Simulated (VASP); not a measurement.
# Ni (Fm-3m) in VASP: a series of runs

Ni is run at these levels: PBE; tasks: single point.

Everything below comes from runs of VASP 6.6.1. Logs are shortened: lines on timing, memory, paths and dates and some standing lists are left out, and cuts for length are marked.

## (1) The cell of the first run

It takes space group Fm-3m (No. 225, cubic). The conventional cell has a = 3.536 Å, b = 3.536 Å, c = 3.536 Å, α = 90.00°, β = 90.00°, γ = 90.00°. Within 3.3 Å of Ni (site symmetry m-3m) lie 12 Ni at 2.50 Å.

## (2) Single point, PBE, collinear spin, antiferromagnetic start

Input file INCAR:

```
SYSTEM = Ni
  ALGO = Normal
  EDIFF = 1E-6
  ENCUT = 600
  GGA = PE
  GGA_COMPAT = .FALSE.
  ISIF = 2
  ISMEAR = 0
  ISPIN = 2
  LASPH = .TRUE.
  LCHARG = .TRUE.
  LELF = .TRUE.
  LMAXMIX = 4
  LORBIT = 11
  LREAL = .FALSE.
  LVHAR = .TRUE.
  LWAVE = .FALSE.
  MAGMOM = 2 -2
  NBANDS = 21
  NELM = 200
  PREC = Accurate
  SIGMA = 0.1
```

Input file KPOINTS:

```
k-points
0
G
  7 14 14
  0 0 0
```

Input file POSCAR:

```
Ni
1.0
    0.0000000000      3.5360000000      3.5360000000
    1.7680000000      0.0000000000      1.7680000000
    1.7680000000      1.7680000000      0.0000000000
Ni
2
Direct
    0.0000000000      0.0000000000      0.0000000000
    0.5000000000      0.0000000000      0.0000000000
```

Potentials or basis: VASP PAW PBE potentials, release 64 (Ni).

The run is started by

```sh
cat potpaw_PBE.64/Ni/POTCAR > POTCAR
mpirun -np 1 vasp_std > vasp.out
```

OUTCAR:

```text
SYSTEM = Ni
   EDIFF = 1E-6
   ENCUT = 600
   GGA = PE
   ISIF = 2
   ISMEAR = 0
   ISPIN = 2
   LASPH = .TRUE.
   LORBIT = 11
   LREAL = .FALSE.
   NELM = 200
   PREC = Accurate

 ion  position               nearest neighbor table
   1  0.000  0.000  0.000-   2 2.50   2 2.50   2 2.50   2 2.50   2 2.50   2 2.50
   2  0.500  0.000  0.000-   1 2.50   1 2.50   1 2.50   1 2.50   1 2.50   1 2.50

  LATTYP: Found a trigonal (rhomboedric) cell.
 ALAT       =     4.3306978652
 COS(alpha) =     0.8333333333

  Lattice vectors:

 A1 = (   1.7680000000,  -1.7680000000,  -3.5360000000)
 A2 = (   3.5360000000,  -1.7680000000,  -1.7680000000)
 A3 = (   1.7680000000,  -3.5360000000,  -1.7680000000)

Analysis of symmetry for initial positions (statically):
=====================================================================
 Subroutine PRICEL returns following result:

  LATTYP: Found a face centered cubic cell.
 ALAT       =     3.5360000000
[... 12 lines left out ...]
 Subroutine GETGRP returns: Found 12 space group operations
 (whereof 12 operations were pure point group operations)
 out of a pool of 12 trial point group operations.

The static configuration has the point symmetry D_3d.

Analysis of symmetry for dynamics (positions and initial velocities):
=====================================================================
 Subroutine PRICEL returns following result:

  LATTYP: Found a face centered cubic cell.
 ALAT       =     3.5360000000
[... 12 lines left out ...]
 Subroutine GETGRP returns: Found 12 space group operations
 (whereof 12 operations were pure point group operations)
 out of a pool of 12 trial point group operations.

The dynamic configuration has the point symmetry D_3d.

Analysis of structural, dynamic, and magnetic symmetry:
=====================================================================
 Subroutine PRICEL returns following result:

  LATTYP: Found a face centered cubic cell.
 ALAT       =     3.5360000000
[... 12 lines left out ...]
 Subroutine GETGRP returns: Found 12 space group operations
 (whereof 12 operations were pure point group operations)
 out of a pool of 12 trial point group operations.

The overall configuration has the point symmetry D_3d.

 Subroutine INISYM returns: Found 12 space group operations
 (whereof 12 operations are pure point group operations),
 and found     2 'primitive' translations

----------------------------------------------------------------------------------------

                                     Primitive cell

  volume of cell :      11.0529

  direct lattice vectors                    reciprocal lattice vectors
[... 122 lines left out ...]
   IMIX   =      4    mixing-type and parameters
     AMIX     =   0.40;   BMIX     =  1.00
     AMIX_MAG =   1.60;   BMIX_MAG =  1.00
  volume/ion in A,a.u.               =      11.05        74.59
  Fermi-wavevector in a.u.,A,eV,Ry     =   1.583371  2.992137 34.110655  2.507062
  Thomas-Fermi vector in A             =   2.683151
   LORBIT       =     11    0 simple, 1 ext, 2 COOP (PROOUT), +10 PAW based schemes
   GGA     = PE    functional components
   LHFCALC =     F    Hartree Fock is set to
   AEXX    =    0.0000 exact exchange contribution
   IVDW    =     0    specifies the selected vdW correction
   LEPSILON=     F    determine dielectric tensor
   LRPA    =     F    only Hartree local field effects (RPA)
 spin polarized calculation
 Gauss-broadening in eV      SIGMA  =   0.10
  energy-cutoff  :      600.00
  volume of cell :       22.11
 maximum number of plane-waves:       755
   NGX = 19   NGY =  9   NGZ =  9

 number of electron      20.0000019 magnetization       0.0000000

 number of electron      20.0000019 magnetization      -0.0000000

 Free energy of the ion-electron system (eV)
  ---------------------------------------------------
  ext. energy  EPLUGINS =         0.00000000
  ---------------------------------------------------
  free energy    TOTEN  =       -10.84263381 eV

  energy without entropy =      -10.81009045  energy(sigma->0) =      -10.82636213

 E-fermi :   8.9600     XC(G=0): -13.1622

 val. band max:        8.9591856786   @ k =   0.2857   0.4286   0.0714
 cond. band min:       8.9627959049   @ k =   0.4286   0.3571   0.0714
 fundamental gap:      0.0036102263
 Fermi energy:         8.9599846924

 spin component 1

 k-point     1 :       0.0000    0.0000    0.0000
  band No.  band energies     occupation
      1       0.2356      1.00000
      2       4.6250      1.00000
      3       6.9906      1.00000
      4       6.9906      1.00000
      5       7.1599      1.00000
      6       7.2321      1.00000
[... 565 lines left out ...]
     20      36.1601      0.00000
     21      37.0206      0.00000

 [... further k-points ...]

 spin component 2

 k-point     1 :       0.0000    0.0000    0.0000
  band No.  band energies     occupation
      1       0.2356      1.00000
      2       4.6250      1.00000
      3       6.9906      1.00000
      4       6.9906      1.00000
      5       7.1599      1.00000
      6       7.2321      1.00000
[... 565 lines left out ...]
     20      36.1601      0.00000
     21      37.0206      0.00000

 [... further k-points ...]
[... 5 lines left out ...]
  --------------------------------------------------------------------------------------
  -------------------------------------------------------------------------------------
  Total       -0.5079986     -0.5079986     -0.5079986     -0.0281096      0.0281096     -0.0281096
  in kB      -36.8185196    -36.8185196    -36.8185196     -2.0373195      2.0373195     -2.0373195
  external PRESSURE =     -36.8185196 kB  Pullay stress =       0.0000000 kB

 VOLUME and BASIS-vectors are now :
 -----------------------------------------------------------------------------
  energy-cutoff  :      600.00
  volume of cell :       22.11
      direct lattice vectors                 reciprocal lattice vectors
     0.000000000  3.536000000  3.536000000    -0.141402715  0.141402715  0.141402715
     1.768000000  0.000000000  1.768000000     0.282805430 -0.282805430  0.282805430
     1.768000000  1.768000000  0.000000000     0.282805430  0.282805430 -0.282805430

 POSITION                                       TOTAL-FORCE (eV/Angst)
 -----------------------------------------------------------------------------------
      0.00000      0.00000      0.00000         0.000000     -0.000000     -0.000000
      0.00000      1.76800      1.76800        -0.000000      0.000000      0.000000
 -----------------------------------------------------------------------------------
    total drift:                               -0.000000     -0.000000     -0.000000

  FREE ENERGIE OF THE ION-ELECTRON SYSTEM (eV)
  ---------------------------------------------------
  free  energy   TOTEN  =       -10.8426338124 eV

  energy  without entropy=      -10.8100904512  energy(sigma->0) =      -10.82636213

 total charge

# of ion       s       p       d       tot
------------------------------------------
    1        0.489   0.481   8.314   9.284
    2        0.489   0.481   8.314   9.284
--------------------------------------------------
tot          0.977   0.962  16.628  18.567

 magnetization (x)

# of ion       s       p       d       tot
------------------------------------------
    1       -0.001  -0.000   0.280   0.278
    2        0.001   0.000  -0.280  -0.278
--------------------------------------------------
tot          0.000   0.000   0.000   0.000
```

OSZICAR:

```text
N       E                     dE             d eps       ncg     rms          rms(c)
DAV:   1     0.104314095130E+03    0.10431E+03   -0.97777E+03 13149   0.150E+03
DAV:   2    -0.618416256033E+01   -0.11050E+03   -0.10178E+03 12321   0.250E+02
DAV:   3    -0.124333223914E+02   -0.62492E+01   -0.60394E+01 13830   0.678E+01
DAV:   4    -0.125206387720E+02   -0.87316E-01   -0.87230E-01 13888   0.738E+00
DAV:   5    -0.125232651459E+02   -0.26264E-02   -0.26262E-02 13833   0.127E+00    0.158E+01
DAV:   6    -0.115247491622E+02    0.99852E+00   -0.93974E+00 14308   0.603E+01    0.915E+00
DAV:   7    -0.108523495944E+02    0.67240E+00   -0.20575E+00 14276   0.261E+01    0.268E+00
DAV:   8    -0.108477480751E+02    0.46015E-02   -0.84560E-02 16864   0.423E+00    0.112E+00
DAV:   9    -0.108440217386E+02    0.37263E-02   -0.97929E-03 17432   0.134E+00    0.435E-01
DAV:  10    -0.108425985308E+02    0.14232E-02   -0.46238E-03 21519   0.108E+00    0.116E-01
DAV:  11    -0.108426687489E+02   -0.70218E-04   -0.42357E-04 17113   0.332E-01    0.634E-02
DAV:  12    -0.108426297051E+02    0.39044E-04   -0.97647E-05 18168   0.125E-01    0.308E-02
DAV:  13    -0.108426345233E+02   -0.48182E-05   -0.52080E-06 13021   0.249E-02    0.145E-02
DAV:  14    -0.108426338124E+02    0.71089E-06   -0.37239E-06  7683   0.241E-02
   1 F= -.10842634E+02 E0= -.10826362E+02  d E =-.325434E-01  mag=    -0.0000
```

It took 1.8 min on 1 thread of Intel Xeon Platinum 8488C (Sapphire Rapids), shared host; peak memory 0.24 GiB.

Results:

* Free energy: -10.8426 eV
* Pressure: -3.7 GPa
* Band gap on the k mesh: zero (filled and empty bands overlap)
* Net moment: 0.00 μB per cell
* Site moments: Ni +0.28, -0.28 μB
* Valence electrons inside the program's atomic spheres: Ni 9.28

Stress tensor (GPa, compression positive):
```
-3.68 -0.20 -0.20
-0.20 -3.68  0.20
-0.20  0.20 -3.68
```

## (3) Single point, PBE, collinear spin, ferromagnetic start

Input file INCAR:

```
ALGO = Normal
EDIFF = 1E-6
ENCUT = 600
GGA = PE
GGA_COMPAT = F
ISIF = 2
ISMEAR = 0
ISPIN = 2
LASPH = T
LCHARG = F
LMAXMIX = 4
LORBIT = 11
LREAL = F
LWAVE = F
MAGMOM = 2 2
NBANDS = 21
NELM = 200
PREC = Accurate
SIGMA = 0.1
```

Input file KPOINTS:

```
k-points
0
Gamma
  7 14 14
```

POSCAR is that of step 2.

Potentials or basis: VASP PAW PBE potentials, release 64 (Ni).

The run is started by

```sh
cat potpaw_PBE.64/Ni/POTCAR > POTCAR
mpirun -np 1 vasp_std > vasp.out
```

Wall time 86 s (1 thread of Intel Xeon Platinum 8488C (Sapphire Rapids), shared host); peak memory 0.24 GiB.

Results (log left out):

| Quantity | Value |
| --- | --- |
| Free energy | -10.9397 eV |
| Pressure | -3.0 GPa |
| Net moment | 1.20 μB per cell |
| Site moments | Ni +0.62 μB |
| Valence electrons inside the program's atomic spheres | Ni 9.28 |

Levels at points of the mesh, in eV from the Fermi level:
Spin up:
| k point | band 8 | band 9 | band 10 | band 11 | band 12 | band 13 | band 14 | band 15 |
| --- | --- | --- | --- | --- | --- | --- | --- | --- |
| (0.00, 0.00, 0.00) | -1.23 | -1.23 | -0.59 | -0.59 | -0.26 | 5.56 | 22.09 | 23.59 |
| (0.00, 0.50, 0.00) | -0.54 | -0.47 | -0.47 | -0.26 | 2.44 | 5.56 | 9.09 | 14.68 |
Spin down:
| k point | band 6 | band 7 | band 8 | band 9 | band 10 | band 11 | band 12 | band 13 |
| --- | --- | --- | --- | --- | --- | --- | --- | --- |
| (0.00, 0.00, 0.00) | -1.65 | -1.65 | -0.67 | -0.67 | -0.33 | 0.14 | 0.14 | 5.97 |
| (0.00, 0.50, 0.00) | -0.33 | 0.05 | 0.14 | 0.14 | 0.37 | 0.37 | 2.39 | 5.97 |

## (4) Single point, PBE, collinear spin

Input file INCAR:

```
SYSTEM = Ni
ALGO = Normal ; EDIFF = 1E-6
ENCUT = 600 ; GGA = PE
GGA_COMPAT = .False. ; ISIF = 2
ISMEAR = 0 ; ISPIN = 2
LASPH = .True. ; LCHARG = .False.
LMAXMIX = 4 ; LORBIT = 11
LREAL = .False. ; LWAVE = .False.
MAGMOM = 0 2 ; NBANDS = 21
NELM = 200 ; PREC = Accurate
SIGMA = 0.1
```

Input file KPOINTS:

```
k-points
0
Gamma
  7 14 14
  0 0 0
```

POSCAR is that of step 3.

The run is started by

```sh
cat potpaw_PBE.64/Ni/POTCAR > POTCAR
mpirun -np 1 vasp_std > vasp.out
```

Run time: 96 s. Hardware: 1 thread of Intel Xeon Platinum 8488C (Sapphire Rapids), shared host; peak memory 0.24 GiB.

The run converged. Its results:

* Free energy: -10.9397 eV
* Pressure: -3.0 GPa
* Net moment: 1.20 μB per cell
* Site moments: Ni +0.62 μB
* Valence electrons inside the program's atomic spheres: Ni 9.28

Levels at points of the mesh, in eV from the Fermi level:
Spin up:
```tsv
k point	band 9	band 10	band 11	band 12	band 13	band 14
(0.00, 0.00, 0.00)	-1.23	-0.59	-0.59	-0.26	5.56	22.09
(0.00, 0.50, 0.00)	-0.47	-0.47	-0.26	2.44	5.56	9.09
```
Spin down:
```tsv
k point	band 5	band 6	band 7	band 8	band 9	band 10	band 11	band 12	band 13	band 14
(0.00, 0.00, 0.00)	-1.65	-1.65	-1.65	-0.67	-0.67	-0.33	0.14	0.14	5.97	21.94
(0.00, 0.50, 0.00)	-1.77	-0.33	0.05	0.14	0.14	0.37	0.37	2.39	5.97	9.31
```

## (5) Summary

```tsv
spin	gap on the mesh (eV)	pressure (GPa)	moment (μB)
collinear, antiferromagnetic start	none	-3.7	0.00
collinear, ferromagnetic start	none	-3.0	1.20
collinear	none	-3.0	1.20
```

Alike in all rows: task single point; level PBE; potentials or basis VASP PAW PBE potentials, release 64 (Ni); cell as given; k mesh 7 × 14 × 14; cutoff (eV) 600; smearing gaussian 0.1 eV.

Every run on the cell as given and a fine mesh finds a metal.

Absolute energies hang on the potentials; compare differences alone.
